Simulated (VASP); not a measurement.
ScAs4:

```
Sc As
1.0
    -3.56572    3.56572    2.38371
     3.56572   -3.56572    2.38371
     3.56572    3.56572   -2.38371
Sc As
1 4
Direct
  0.50000 0.50000 0.00000
  0.50000 0.83256 0.33256
  0.50000 0.16744 0.66744
  0.83256 0.50000 0.33256
  0.16744 0.50000 0.66744
```

The cell was built from a structure type or drawn by symmetry, and may not be a known phase.

| Property | Result |
| --- | --- |
| Program | VASP 6.6.1 |
| Task | relaxation of cell and atoms |
| Functional | PBE |
| Potentials or basis | VASP PAW PBE potentials, release 64 (Sc_sv, As) |
| Cutoff | 500 eV |
| k mesh | 4 × 4 × 4 |
| Occupations | gaussian, width 0.1 eV |
| Spin | no spin polarisation |

At the start: pressure 10.1 GPa; volume 24.25 Å³/atom.

**Question.** Where does the relaxation end?

**Answer.** Over 11 steps the energy falls by 205.4 meV/atom and the volume is 27.22 Å³/atom (+12.3 %); space group I4/mmm (No. 139, to 0.1 Å) before and after.

Step by step:
```tsv
step	energy change (eV)	largest force (eV/Å)	pressure (GPa)	volume (Å³)
1	0.0000	1.7906	10.13	121.23
2	-0.8437	0.1732	-2.65	149.83
3	-0.9179	0.0916	-0.63	141.78
4	-0.9183	0.0680	-0.81	142.38
5	-0.9559	0.1104	-0.27	140.11
6	-0.9785	0.3446	0.50	137.36
7	-1.0079	0.2076	0.07	137.37
8	-1.0107	0.1806	-0.63	137.18
9	-1.0258	0.0070	-0.35	137.32
10	-1.0259	0.0124	-0.38	137.31
11	-1.0270	0.0105	-0.01	136.12
```

Final structure:
```
Sc As
1.0
    -3.92257    3.92257    2.21172
     3.92257   -3.92257    2.21172
     3.92257    3.92257   -2.21172
Sc As
1 4
Direct
  0.50000 0.50000 0.00000
  0.50000 0.84015 0.34015
  0.50000 0.15985 0.65985
  0.84015 0.50000 0.34015
  0.15985 0.50000 0.65985
```

Caveat: the k points lie up to 0.41 Å⁻¹ apart in the final cell, too coarse for converged energies and pressures of a metal.
